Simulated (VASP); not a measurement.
# Sn3Se (R-3m) in VASP: a series of runs, part 2 of 2

VASP 6.6.1.

## 3. Single point, PBEsol

This run uses another cell than the first one, of the same volume but with other edges.

File INCAR:

```
ALGO = Normal ; EDIFF = 1E-6
ENCUT = 520 ; GGA = PS
ISIF = 2 ; ISMEAR = 0
LASPH = True ; LCHARG = False
LREAL = False ; LWAVE = False
NBANDS = 32 ; NELM = 100
PREC = Accurate ; SIGMA = 0.15
```

File KPOINTS:

```
k-points
0
Gamma
  12 12 12
```

File POSCAR:

```
Sn3Se
1.0
    4.7879705546     -0.7366108546     -0.7366108546
   -0.7366108546      4.7879705546     -0.7366108546
   -0.7366108546     -0.7366108546      4.7879705546
Sn Se
3 1
Direct
    0.0000000000      0.5000000000      0.5000000000
    0.5000000000      0.0000000000      0.5000000000
    0.5000000000      0.5000000000      0.0000000000
    0.0000000000      0.0000000000      0.0000000000
```

Potentials or basis: VASP PAW PBE potentials, release 64 (Sn_d, Se).

Launch:

```bash
> cat potpaw_PBE.64/Sn_d/POTCAR potpaw_PBE.64/Se/POTCAR > POTCAR
> mpirun -np 1 vasp_std > vasp.out
```

OUTCAR:

```text
EDIFF = 1E-6
   ENCUT = 520
   GGA = PS
   ISIF = 2
   ISMEAR = 0
   LASPH = True
   LREAL = False
   NELM = 100
   PREC = Accurate

 ion  position               nearest neighbor table
   1  0.000  0.500  0.500-   2 2.96   3 2.96   4 2.96   4 2.96   3 2.96   2 2.96
   2  0.500  0.000  0.500-   1 2.96   3 2.96   4 2.96   3 2.96   4 2.96   1 2.96
   3  0.500  0.500  0.000-   1 2.96   2 2.96   4 2.96   2 2.96   1 2.96   4 2.96
   4  0.000  0.000  0.000-   1 2.96   2 2.96   3 2.96   1 2.96   2 2.96   3 2.96

  LATTYP: Found a trigonal (rhomboedric) cell.
 ALAT       =     4.8999850136
 COS(alpha) =    -0.2711864407

  Lattice vectors:

 A1 = (   4.7879705546,  -0.7366108546,  -0.7366108546)
 A2 = (  -0.7366108546,   4.7879705546,  -0.7366108546)
 A3 = (  -0.7366108546,  -0.7366108546,   4.7879705546)

Analysis of symmetry for initial positions (statically):
=====================================================================
 Subroutine PRICEL returns:
 Original cell was already a primitive cell.

 Routine SETGRP: Setting up the symmetry group for a
 trigonal (rhombohedral) supercell.

 Subroutine GETGRP returns: Found 12 space group operations
 (whereof 12 operations were pure point group operations)
 out of a pool of 12 trial point group operations.

The static configuration has the point symmetry D_3d.

Analysis of symmetry for dynamics (positions and initial velocities):
=====================================================================
 Subroutine PRICEL returns:
 Original cell was already a primitive cell.

 Routine SETGRP: Setting up the symmetry group for a
 trigonal (rhombohedral) supercell.

 Subroutine GETGRP returns: Found 12 space group operations
 (whereof 12 operations were pure point group operations)
 out of a pool of 12 trial point group operations.

The dynamic configuration has the point symmetry D_3d.

 Subroutine INISYM returns: Found 12 space group operations
[... 118 lines left out ...]
   IALGO  =     38    algorithm
   IMIX   =      4    mixing-type and parameters
     AMIX     =   0.40;   BMIX     =  1.00
     AMIX_MAG =   1.60;   BMIX_MAG =  1.00
  volume/ion in A,a.u.               =      25.29       170.68
  Fermi-wavevector in a.u.,A,eV,Ry     =   1.276847  2.412891 22.182091  1.630338
  Thomas-Fermi vector in A             =   2.409480
   LORBIT       =      0    0 simple, 1 ext, 2 COOP (PROOUT), +10 PAW based schemes
   GGA     = PS    functional components
   LHFCALC =     F    Hartree Fock is set to
   AEXX    =    0.0000 exact exchange contribution
   IVDW    =     0    specifies the selected vdW correction
   LEPSILON=     F    determine dielectric tensor
   LRPA    =     F    only Hartree local field effects (RPA)
 non-spin polarized calculation
 Gauss-broadening in eV      SIGMA  =   0.15
  energy-cutoff  :      520.00
  volume of cell :      101.17
 maximum number of plane-waves:      2752
   NGX = 19   NGY = 19   NGZ = 19

 number of electron      47.9999990 magnetization

 Free energy of the ion-electron system (eV)
  ---------------------------------------------------
  ext. energy  EPLUGINS =         0.00000000
  ---------------------------------------------------
  free energy    TOTEN  =       -16.99944733 eV

  energy without entropy =      -16.97498519  energy(sigma->0) =      -16.98721626

 E-fermi :   7.5440     XC(G=0): -10.4622

 val. band max:        7.5331522185   @ k =   0.2500   0.1667   0.1667
 cond. band min:       7.5452920967   @ k =   0.3333  -0.0000  -0.0000
 fundamental gap:      0.0121398782
 Fermi energy:         7.5439691090

 k-point     1 :       0.0000    0.0000    0.0000
  band No.  band energies     occupation
      1     -14.1966      2.00000
      2     -14.1966      2.00000
      3     -14.1189      2.00000
      4     -14.0579      2.00000
      5     -14.0372      2.00000
      6     -14.0372      2.00000
[... 829 lines left out ...]
     31      13.3856      0.00000
     32      13.5845      0.00000

 [... further k-points ...]

------------------------ aborting loop because EDIFF is reached ----------------------------------------

  FORCE on cell =-STRESS in cart. coord.  units (eV):
  Direction    XX          YY          ZZ          XY          YZ          ZX
  --------------------------------------------------------------------------------------
  -------------------------------------------------------------------------------------
  Total        1.5740876      1.5740876      1.5740876     -1.5303625     -1.5303625     -1.5303625
  in kB       24.9281533     24.9281533     24.9281533    -24.2356966    -24.2356966    -24.2356966
  external PRESSURE =      24.9281533 kB  Pullay stress =       0.0000000 kB

 VOLUME and BASIS-vectors are now :
 -----------------------------------------------------------------------------
  energy-cutoff  :      520.00
  volume of cell :      101.17
      direct lattice vectors                 reciprocal lattice vectors
     4.787970555 -0.736610855 -0.736610855     0.221233453  0.040224264  0.040224264
    -0.736610855  4.787970555 -0.736610855     0.040224264  0.221233453  0.040224264
    -0.736610855 -0.736610855  4.787970555     0.040224264  0.040224264  0.221233453

 POSITION                                       TOTAL-FORCE (eV/Angst)
 -----------------------------------------------------------------------------------
     -0.73661      2.02568      2.02568        -0.000000      0.000000      0.000000
      2.02568     -0.73661      2.02568        -0.000000     -0.000000     -0.000000
      2.02568      2.02568     -0.73661         0.000000     -0.000000      0.000000
      0.00000      0.00000      0.00000         0.000000     -0.000000     -0.000000
 -----------------------------------------------------------------------------------
    total drift:                               -0.000000      0.000000      0.000000

  FREE ENERGIE OF THE ION-ELECTRON SYSTEM (eV)
  ---------------------------------------------------
  free  energy   TOTEN  =       -16.9994473331 eV

  energy  without entropy=      -16.9749851888  energy(sigma->0) =      -16.98721626
```

OSZICAR:

```text
N       E                     dE             d eps       ncg     rms          rms(c)
DAV:   1     0.452194188771E+03    0.45219E+03   -0.23831E+04 12592   0.224E+03
DAV:   2     0.431124113922E+02   -0.40908E+03   -0.39576E+03 12128   0.558E+02
DAV:   3    -0.144610623177E+02   -0.57573E+02   -0.55909E+02 14632   0.176E+02
DAV:   4    -0.170613197204E+02   -0.26003E+01   -0.25923E+01 13640   0.405E+01
DAV:   5    -0.171392007420E+02   -0.77881E-01   -0.77874E-01 16720   0.732E+00    0.443E+00
DAV:   6    -0.170229140413E+02    0.11629E+00   -0.14055E-01 16408   0.413E+00    0.264E+00
DAV:   7    -0.170006480474E+02    0.22266E-01   -0.80371E-02 14864   0.249E+00    0.765E-01
DAV:   8    -0.169993599661E+02    0.12881E-02   -0.13944E-02 14336   0.100E+00    0.128E-01
DAV:   9    -0.169994369469E+02   -0.76981E-04   -0.17620E-03 13904   0.329E-01    0.396E-02
DAV:  10    -0.169994476371E+02   -0.10690E-04   -0.18601E-04 17320   0.132E-01    0.164E-02
DAV:  11    -0.169994493038E+02   -0.16666E-05   -0.12805E-05 15160   0.254E-02    0.706E-03
DAV:  12    -0.169994473594E+02    0.19443E-05   -0.49851E-06 13792   0.293E-02    0.218E-03
DAV:  13    -0.169994473331E+02    0.26339E-07   -0.41554E-07  8344   0.788E-03
   1 F= -.16999447E+02 E0= -.16987216E+02  d E =-.244621E-01
```

stdout:

```text
POSCAR found type information on POSCAR SnSe
 POSCAR found :  2 types and       4 ions
 scaLAPACK will be used
 -----------------------------------------------------------------------------
|                                                                             |
|                                                                             |
|     You enforced a specific xc type in the INCAR file but a different       |
|     I HOPE YOU KNOW WHAT YOU ARE DOING!                                     |
|                                                                             |
 -----------------------------------------------------------------------------

 LDA part: xc-table for (Slater+PW92), standard interpolation
 POSCAR, INCAR and KPOINTS ok, starting setup
 FFT: planning ... GRIDC
 FFT: planning ... GRID_SOFT
 FFT: planning ... GRID
 WAVECAR not read
 entering main loop
```

It took 3.9 min on 1 thread of Intel Xeon 6975P-C (Granite Rapids), shared host; peak memory 0.56 GiB.

What came out:

* Free energy: -16.9994 eV
* Pressure: 2.5 GPa
* Band gap on the k mesh: zero (bands 24 and 25 overlap by 2.12 eV)

Caveat: the PAW data sets were made with another functional, which shifts forces and pressure a little; spin-orbit coupling is left out, which moves the levels of the heavy elements.
